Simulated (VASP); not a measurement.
Set up this calculation in VASP 6.6.1, as the native input.

- Task: single point
- Functional: HSE06
- Potentials or basis: VASP PAW PBE potentials, release 64 (Ga_d, P)
- Cutoff: 520 eV
- k mesh: 6 × 6 × 6
- Occupations: gaussian, width 0.01 eV
- Spin: no spin polarisation
- Dipole correction: no
- Grid for exact exchange (PRECFOCK): Normal
- Further INCAR settings: ALGO = Normal; EDIFF = 1e-07; NBANDS = 16
- Share of exact exchange: 0.25
- Screening parameter: 0.2079 1/Å

Crystal: GaP.

```
Ga P
1.0
     0.00000    2.72541    2.72541
     2.72541    0.00000    2.72541
     2.72541    2.72541    0.00000
Ga P
1 1
Direct
  0.00000 0.00000 0.00000
  0.25000 0.25000 0.25000
```

These files were run (other wordings do the same):

POSCAR

```
GaP
1.0
    0.0000000000      2.7254101929      2.7254101929
    2.7254101929      0.0000000000      2.7254101929
    2.7254101929      2.7254101929      0.0000000000
Ga P
1 1
Direct
    0.0000000000      0.0000000000      0.0000000000
    0.2500000000      0.2500000000      0.2500000000
```

INCAR.step1

```
PREC     = Accurate       # precision mode
ENCUT    = 520            # plane-wave cutoff, eV
EDIFF    = 1E-5           # SCF threshold, eV
ISMEAR   = 0              # smearing method
SIGMA    = 0.01           # smearing width, eV
LREAL    = F              # projectors in reciprocal space
LASPH    = T              # aspherical terms in the spheres
NELM     = 80             # most SCF steps
ALGO     = Normal         # electronic algorithm
ISIF     = 2              # what is computed and relaxed
LWAVE    = T              # write WAVECAR
GGA      = PE             # functional
NBANDS   = 16             # bands
```

INCAR.step2

```
PREC     = Accurate       # precision mode
ENCUT    = 520            # plane-wave cutoff, eV
EDIFF    = 1E-7           # SCF threshold, eV
ISMEAR   = 0              # smearing method
SIGMA    = 0.01           # smearing width, eV
LREAL    = F              # projectors in reciprocal space
LASPH    = T              # aspherical terms in the spheres
NELM     = 80             # most SCF steps
ALGO     = Normal         # electronic algorithm
ISIF     = 2              # what is computed and relaxed
LWAVE    = F              # write WAVECAR
LCHARG   = T              # write CHGCAR
GGA      = PE             # functional
LHFCALC  = T              # exact exchange
HFSCREEN = 0.2079         # screening, 1/A
PRECFOCK = Normal       
LELF     = T              # ELF
LVHAR    = T            
ISTART   = 1            
NBANDS   = 16             # bands
```

KPOINTS

```
Automatic mesh
0
Gamma
  6 6 6
```

Potentials or basis: VASP PAW PBE potentials, release 64 (Ga_d, P).

Command:

```console
$ cat potpaw_PBE.64/Ga_d/POTCAR potpaw_PBE.64/P/POTCAR > POTCAR
$ cp INCAR.step1 INCAR
$ mpirun -np 1 vasp_std > vasp.out
$ cp INCAR.step2 INCAR
$ mpirun -np 1 vasp_std > vasp.out
```

Results of the run:

- Pressure: 0.5 GPa
- Band gap on the k mesh: 2.29 eV (least direct gap 2.79 eV)

Caveat: the PAW data sets were made with another functional, which shifts forces and pressure a little.

Run time: 58 min on 1 thread of Intel(R) Xeon(R) Platinum 8259CL CPU @ 2.50GHz (Skylake/Cascade Lake), with other jobs on the host, peak memory 0.29 GiB.
